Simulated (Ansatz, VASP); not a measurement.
## Na in VASP and in Ansatz

```
Na
1.0
     3.86329    0.00000    0.00000
    -1.93165    3.34571    0.00000
     0.00000    0.00000    6.30860
Na
2
Cartesian
  0.0000 2.2305 1.5772
  1.9316 1.1152 4.7315
```

Alike in both runs: task single point; functional PBEsol; k mesh 11 × 11 × 6; occupations fermi-dirac, width 0.1 eV; no spin polarisation.

|  | VASP | Ansatz |
| --- | --- | --- |
| version | VASP 6.6.1 | Ansatz 0.2.0 |
| potentials or method | VASP PAW PBE potentials, release 64 (Na_pv), cutoff 520 eV | plane waves (420 eV) with PAW, scalar-relativistic |
| valence electrons in the cell | 14 | 18 |

```tsv
	VASP	Ansatz	Ansatz less VASP
pressure (GPa)	-0.7	-0.7	-0.04
traceless stress, the component that is largest in VASP (GPa)	0.08	0.08	+0.003
```

VASP's potentials were made for PBE, not for PBEsol, and Ansatz warns of the same on its side. With one functional, cell and mesh, what is left measures potentials, basis and numerics. VASP's potentials hold 14 valence electrons a cell and Ansatz's 18, so a difference there can come from the potentials and not from the codes.
